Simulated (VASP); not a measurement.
# Cu (Fm-3m) in VASP: further runs

The runs below take Cu through single point, relaxation of cell and atoms, with PBE.

All numbers are computed with VASP 6.6.1; they aren't measurements. Logs are shortened: lines on timing, memory, paths and dates and some standing lists are left out, and cuts for length are marked.

## Step 1: The cell of the first run

The structure is cubic, space group Fm-3m (No. 225). Conventional cell: a = 3.629 Å, b = 3.629 Å, c = 3.629 Å, α = 90.00°, β = 90.00°, γ = 90.00°. Within 3.4 Å of Cu (site symmetry m-3m) lie 12 Cu at 2.57 Å.

## Step 2: Single point, PBE

Input file INCAR:

```
  ALGO = Fast
  EDIFF = 1E-7
  ENCUT = 520
  GGA = PE
  ISIF = 2
  ISMEAR = 0
  LASPH = T
  LCHARG = F
  LREAL = F
  LWAVE = F
  NBANDS = 12
  NELM = 60
  PREC = Accurate
  SIGMA = 0.1
```

Input file KPOINTS:

```
k-points
0
Gamma
  38 38 38
```

Input file POSCAR:

```
Cu
1.0
    0.0000000000      1.8147456048      1.8147456048
    1.8147456048      0.0000000000      1.8147456048
    1.8147456048      1.8147456048      0.0000000000
Cu
1
Direct
    0.0000000000      0.0000000000      0.0000000000
```

Potentials or basis: VASP PAW PBE potentials, release 64 (Cu).

Command:

```sh
$ cat potpaw_PBE.64/Cu/POTCAR > POTCAR
$ mpirun -np 1 vasp_std > vasp.out
```

OUTCAR:

```text
EDIFF = 1E-7
   ENCUT = 520
   GGA = PE
   ISIF = 2
   ISMEAR = 0
   LASPH = T
   LREAL = F
   NELM = 60
   PREC = Accurate

 ion  position               nearest neighbor table
   1  0.000  0.000  0.000-

  LATTYP: Found a face centered cubic cell.
 ALAT       =     3.6294912096

  Lattice vectors:

 A1 = (   0.0000000000,   1.8147456048,   1.8147456048)
 A2 = (   1.8147456048,   0.0000000000,   1.8147456048)
 A3 = (   1.8147456048,   1.8147456048,   0.0000000000)

Analysis of symmetry for initial positions (statically):
=====================================================================
 Subroutine PRICEL returns:
 Original cell was already a primitive cell.

 Routine SETGRP: Setting up the symmetry group for a
 face centered cubic supercell.

 Subroutine GETGRP returns: Found 48 space group operations
 (whereof 48 operations were pure point group operations)
 out of a pool of 48 trial point group operations.

The static configuration has the point symmetry O_h .

Analysis of symmetry for dynamics (positions and initial velocities):
=====================================================================
 Subroutine PRICEL returns:
 Original cell was already a primitive cell.

 Routine SETGRP: Setting up the symmetry group for a
 face centered cubic supercell.

 Subroutine GETGRP returns: Found 48 space group operations
 (whereof 48 operations were pure point group operations)
 out of a pool of 48 trial point group operations.

The dynamic configuration has the point symmetry O_h .

 Subroutine INISYM returns: Found 48 space group operations
 (whereof 48 operations are pure point group operations),
 and found     1 'primitive' translations

----------------------------------------------------------------------------------------

                                     Primitive cell

  volume of cell :      11.9530

  direct lattice vectors                    reciprocal lattice vectors
     0.000000000  1.814745605  1.814745605    -0.275520711  0.275520711  0.275520711
     1.814745605  0.000000000  1.814745605     0.275520711 -0.275520711  0.275520711
     1.814745605  1.814745605  0.000000000     0.275520711  0.275520711 -0.275520711

  length of vectors
     2.566437847  2.566437847  2.566437847     0.477215871  0.477215871  0.477215871

  position of ions in fractional coordinates (direct lattice)
     0.000000000  0.000000000  0.000000000

  ion indices of the primitive-cell ions
   primitive index   ion index
                 1           1

----------------------------------------------------------------------------------------

 KPOINTS: k-points

Automatic generation of k-mesh.
 Grid dimensions read from file:
 generate k-points for:   38   38   38

 Generating k-lattice:

  Cartesian coordinates                     Fractional coordinates (reciprocal lattice)
    -0.007250545  0.007250545  0.007250545     0.026315789  0.000000000  0.000000000
     0.007250545 -0.007250545  0.007250545     0.000000000  0.026315789  0.000000000
     0.007250545  0.007250545 -0.007250545     0.000000000  0.000000000  0.026315789

  Length of vectors
     0.012558312  0.012558312  0.012558312

  Shift w.r.t. Gamma in fractional coordinates (k-lattice)
     0.000000000  0.000000000  0.000000000

 Subroutine IBZKPT returns following result:
 ===========================================

 Found   1440 irreducible k-points:

 Following reciprocal coordinates:
            Coordinates               Weight
  0.000000  0.000000  0.000000      1.000000
  0.026316  0.000000  0.000000      8.000000
  0.052632  0.000000  0.000000      8.000000
  0.078947  0.000000  0.000000      8.000000
  0.105263  0.000000  0.000000      8.000000
  0.131579  0.000000  0.000000      8.000000
[... 16 lines left out ...]
  0.078947  0.026316  0.000000     24.000000
  0.105263  0.026316  0.000000     24.000000
 [... further k-points ...]
   k-points           NKPTS =   1440   k-points in BZ     NKDIM =   1440   number of bands    NBANDS=     12
   number of dos      NEDOS =    301   number of ions     NIONS =      1
   total plane-waves  NPLWV =   8000
   dimension x,y,z NGX =    20 NGY =   20 NGZ =   20
   dimension x,y,z NGXF=    40 NGYF=   40 NGZF=   40
   ions per type =               1
   NGX,Y,Z   is equivalent  to a cutoff of  12.96, 12.96, 12.96 a.u.
   NGXF,Y,Z  is equivalent  to a cutoff of  25.91, 25.91, 25.91 a.u.
 SYSTEM =  unknown system
   PREC   = accura    normal or accurate (medium, high low for compatibility)
   ISTART =      0    job   : 0-new  1-cont  2-samecut
   ICHARG =      2    charge: 1-file 2-atom 10-const
   ISPIN  =      1    spin polarized calculation?
   LNONCOLLINEAR =      F non collinear calculations
   LSORBIT =      F    spin-orbit coupling
   LASPH  =      T    aspherical Exc in radial PAW
   ENCUT  =  520.0 eV  38.22 Ry    6.18 a.u.   4.77  4.77  4.77*2*pi/ulx,y,z
   NELM   =     60;   NELMIN=  2; NELMDL= -5     # of ELM steps
   EDIFF  = 0.1E-06   stopping-criterion for ELM
   LREAL  =      F    real-space projection
   EDIFFG = 0.1E-05   stopping-criterion for IOM
   NSW    =      0    number of steps for IOM
   IBRION =     -1    ionic relax: 0-MD 1-quasi-New 2-CG
   NFREE  =      0    steps in history (QN), initial steepest desc. (CG)
   ISIF   =      2    stress and relaxation
   ISYM   =      2    0-nonsym 1-usesym 2-fastsym
   POTIM  = 0.5000    time-step for ionic-motion
   TEBEG  =    0.0;   TEEND  =   0.0 temperature during run
   PSTRESS=    0.0 pullay stress
   NELECT =      11.0000    total number of electrons
   NUPDOWN=      -1.0000    fix difference up-down
   EMIN   =  10.00;   EMAX   =-10.00  energy-range for DOS
   EFERMI =   0.00;   METHOD = LEGACY
   ISMEAR =     0;   SIGMA  =   0.10  broadening in eV -4-tet -1-fermi 0-gaus
   EFERMI_NEDOS =   21; number of points for ismear=-14 and -15
   IALGO  =     68    algorithm
   IMIX   =      4    mixing-type and parameters
     AMIX     =   0.40;   BMIX     =  1.00
     AMIX_MAG =   1.60;   BMIX_MAG =  1.00
  volume/ion in A,a.u.               =      11.95        80.66
  Fermi-wavevector in a.u.,A,eV,Ry     =   1.592380  3.009161 34.499928  2.535673
  Thomas-Fermi vector in A             =   2.690774
   LORBIT       =      0    0 simple, 1 ext, 2 COOP (PROOUT), +10 PAW based schemes
   GGA     = PE    functional components
   LHFCALC =     F    Hartree Fock is set to
   AEXX    =    0.0000 exact exchange contribution
   IVDW    =     0    specifies the selected vdW correction
   LEPSILON=     F    determine dielectric tensor
   LRPA    =     F    only Hartree local field effects (RPA)
 non-spin polarized calculation
 RMM-DIIS sequential band-by-band and
 Gauss-broadening in eV      SIGMA  =   0.10
  energy-cutoff  :      520.00
  volume of cell :       11.95
 maximum number of plane-waves:       334
   NGX =  9   NGY =  9   NGZ =  9

 number of electron      10.9999997 magnetization

 Free energy of the ion-electron system (eV)
  ---------------------------------------------------
  ext. energy  EPLUGINS =         0.00000000
  ---------------------------------------------------
  free energy    TOTEN  =        -3.72834989 eV

  energy without entropy =       -3.72675622  energy(sigma->0) =       -3.72755306

 E-fermi :   7.4624     XC(G=0): -12.6566

 val. band max:        7.4585516061   @ k =  -0.3684   0.1579   0.0263
 cond. band min:       7.4627490050   @ k =   0.4211   0.4211   0.0000
 fundamental gap:      0.0041973989
 Fermi energy:         7.4623707910

 k-point     1 :       0.0000    0.0000    0.0000
  band No.  band energies     occupation
      1      -1.8227      2.00000
      2       4.4447      2.00000
      3       4.4447      2.00000
      4       4.4447      2.00000
      5       5.2512      2.00000
      6       5.2512      2.00000
      7      29.9356      0.00000
      8      32.4866      0.00000
      9      32.4866      0.00000
     10      32.4866      0.00000
     11      34.9688      0.00000
     12      34.9688      0.00000

 k-point     2 :       0.0263    0.0000    0.0000
  band No.  band energies     occupation
      1      -1.7976      2.00000
      2       4.4393      2.00000
      3       4.4495      2.00000
      4       4.4495      2.00000
      5       5.2492      2.00000
      6       5.2492      2.00000
      7      29.8250      0.00000
      8      31.9744      0.00000
      9      32.3916      0.00000
     10      32.3916      0.00000
     11      35.1001      0.00000
     12      35.1001      0.00000

 k-point     3 :       0.0526    0.0000    0.0000
  band No.  band energies     occupation
      1      -1.7225      2.00000
      2       4.4236      2.00000
      3       4.4636      2.00000
      4       4.4636      2.00000
      5       5.2437      2.00000
      6       5.2437      2.00000
      7      29.3577      0.00000
      8      31.2124      0.00000
      9      32.1532      0.00000
     10      32.1532      0.00000
     11      35.4459      0.00000
     12      35.4460      0.00000
[... 286 lines left out ...]
 k-point    23 :       0.0789    0.0263    0.0000
  band No.  band energies     occupation
      1      -1.6228      2.00000
      2       4.3986      2.00000
      3       4.4828      2.00000
      4       4.4855      2.00000
      5       5.2181      2.00000
      6       5.2555      2.00000
      7      28.7479      0.00000
      8      30.7282      0.00000
      9      31.2886      0.00000
     10      32.4236      0.00000
     11      35.3392      0.00000
     12      36.3544      0.00000

 k-point    24 :       0.1053    0.0263    0.0000
  band No.  band energies     occupation
      1      -1.4660      2.00000
      2       4.3682      2.00000
      3       4.5086      2.00000
      4       4.5124      2.00000
      5       5.2035      2.00000
      6       5.2534      2.00000
      7      27.5668      0.00000
      8      30.4388      0.00000
      9      30.9064      0.00000
     10      32.3722      0.00000
     11      35.5546      0.00000
     12      36.9269      0.00000

 [... further k-points ...]

------------------------ aborting loop because EDIFF is reached ----------------------------------------

  FORCE on cell =-STRESS in cart. coord.  units (eV):
  Direction    XX          YY          ZZ          XY          YZ          ZX
  --------------------------------------------------------------------------------------
  -------------------------------------------------------------------------------------
  Total        0.0444447      0.0444447      0.0444447      0.0000000     -0.0000000      0.0000000
  in kB        5.9573548      5.9573548      5.9573548      0.0000000     -0.0000000      0.0000000
  external PRESSURE =       5.9573548 kB  Pullay stress =       0.0000000 kB

 VOLUME and BASIS-vectors are now :
 -----------------------------------------------------------------------------
  energy-cutoff  :      520.00
  volume of cell :       11.95
      direct lattice vectors                 reciprocal lattice vectors
     0.000000000  1.814745605  1.814745605    -0.275520711  0.275520711  0.275520711
     1.814745605  0.000000000  1.814745605     0.275520711 -0.275520711  0.275520711
     1.814745605  1.814745605  0.000000000     0.275520711  0.275520711 -0.275520711

 POSITION                                       TOTAL-FORCE (eV/Angst)
 -----------------------------------------------------------------------------------
      0.00000      0.00000      0.00000         0.000000      0.000000      0.000000
 -----------------------------------------------------------------------------------
    total drift:                               -0.000000     -0.000000     -0.000000

  FREE ENERGIE OF THE ION-ELECTRON SYSTEM (eV)
  ---------------------------------------------------
  free  energy   TOTEN  =        -3.7283498926 eV

  energy  without entropy=       -3.7267562243  energy(sigma->0) =       -3.72755306
```

Run time: 2.3 min. Hardware: 1 thread of AMD EPYC 9R45 (Zen 5), shared host; peak memory 0.26 GiB.

What came out:

| Property | Result |
| --- | --- |
| Free energy | -3.7283 eV |
| Pressure | 0.6 GPa |
| Band gap on the k mesh | zero (an odd number of electrons rules out a gap without spin polarisation) |

Levels at points of the mesh, in eV from the Fermi level:
| k point | band 4 | band 5 | band 6 | band 7 | band 8 | band 9 |
| --- | --- | --- | --- | --- | --- | --- |
| (0.00, 0.00, 0.00) | -3.02 | -2.21 | -2.21 | 22.47 | 25.02 | 25.02 |
| (0.50, 0.00, 0.00) | -1.65 | -1.65 | -0.99 | 3.67 | 20.97 | 21.86 |
| (0.50, 0.50, 0.00) | -1.51 | -1.51 | 1.48 | 7.00 | 12.96 | 12.96 |

## Step 3: Relaxation of cell and atoms, PBE

This run uses another cell than the first one, of 11.76 Å³/atom.

Input file INCAR:

```
ALGO     = Fast           # electronic algorithm
EDIFF    = 1E-6           # SCF threshold, eV
EDIFFG   = -0.003         # ionic threshold
ENCUT    = 600            # plane-wave cutoff, eV
GGA      = PE             # functional
IBRION   = 2              # ionic algorithm
ISIF     = 3              # what is computed and relaxed
ISMEAR   = 0              # smearing method
LASPH    = T              # aspherical terms in the spheres
LCHARG   = F              # write CHGCAR
LREAL    = F              # projectors in reciprocal space
LWAVE    = F              # write WAVECAR
NELM     = 80             # most SCF steps
NSW      = 80             # ionic steps
PREC     = Accurate       # precision mode
SIGMA    = 0.1            # smearing width, eV
```

KPOINTS is that of step 2.

Input file POSCAR:

```
Cu
1.0
    0.0000000000      1.8050000000      1.8050000000
    1.8050000000      0.0000000000      1.8050000000
    1.8050000000      1.8050000000      0.0000000000
Cu
1
Direct
    0.0000000000      0.0000000000      0.0000000000
```

Potentials or basis: VASP PAW PBE potentials, release 64 (Cu).

Command:

```sh
$ cat potpaw_PBE.64/Cu/POTCAR > POTCAR
$ mpirun -np 1 vasp_std > vasp.out
```

Wall time 3.9 min (1 thread of AMD EPYC 9R45 (Zen 5), shared host); peak memory 0.29 GiB.

Results (log left out):

```
Free energy                           : -3.7284 eV
Relaxed volume                        : 12.01 Å³/atom
Relaxed cell                          : a = 2.570 Å, b = 2.570 Å, c = 2.570 Å, α = 60.00°, β = 60.00°, γ = 60.00°
Space group after relaxing (to 0.1 Å) : Fm-3m (No. 225)
Energy gained by relaxing             : 2.2 meV/atom
Ionic steps                           : 4
Pressure after relaxing               : 0.0 GPa
Band gap on the k mesh                : zero (an odd number of electrons rules out a gap without spin polarisation)
```

Step by step:
```csv
step,energy change (eV),largest force (eV/Å),pressure (GPa),volume (Å³)
1,0.0000,0.0000,3.29,11.76
2,-0.0011,0.0000,-2.29,12.18
3,-0.0022,0.0000,0.13,12.00
4,-0.0022,0.0000,-0.04,12.01
```

Final structure:
```
CELL_PARAMETERS angstrom
0.00000 1.81749 1.81749
1.81749 0.00000 1.81749
1.81749 1.81749 0.00000
ATOMIC_POSITIONS crystal
Cu 0.00000 0.00000 0.00000
```

Levels at points of the mesh, in eV from the Fermi level:
| k point | band 4 | band 5 | band 6 | band 7 | band 8 | band 9 |
| --- | --- | --- | --- | --- | --- | --- |
| (0.00, 0.00, 0.00) | -3.00 | -2.20 | -2.20 | 22.44 | 24.95 | 24.95 |
| (0.50, 0.00, 0.00) | -1.65 | -1.65 | -0.98 | 3.65 | 20.94 | 21.79 |
| (0.50, 0.50, 0.00) | -1.51 | -1.51 | 1.49 | 6.97 | 12.93 | 12.93 |
